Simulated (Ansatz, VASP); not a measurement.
**One calculation of LiF, two programs**

```
CELL_PARAMETERS angstrom
0.00000 2.04171 2.04171
2.04171 0.00000 2.04171
2.04171 2.04171 0.00000
ATOMIC_POSITIONS crystal
Li 0.00000 0.00000 0.00000
F 0.50000 0.50000 0.50000
```

Alike in both runs: task single point; functional BLYP; k mesh 10 × 10 × 10; occupations gaussian, width 0.1 eV; no spin polarisation.

|  | VASP | Ansatz |
| --- | --- | --- |
| version | VASP 6.6.1 | Ansatz 0.2.0 |
| potentials or method | VASP PAW PBE potentials, release 64 (Li_sv, F), cutoff 750 eV | scalar-relativistic, plane waves, PAW |
| valence electrons in the cell | 10 | 10 |

|  | VASP | Ansatz | Ansatz less VASP |
| --- | --- | --- | --- |
| gap on the k mesh at the Fermi level (eV) | 8.91 | 8.90 | -0.009 |
| least direct gap on the mesh (eV) | 8.91 | 8.90 | -0.009 |
| pressure (GPa) | -0.4 | 0.0 | +0.38 |

VASP's potentials were made for PBE, not for BLYP.
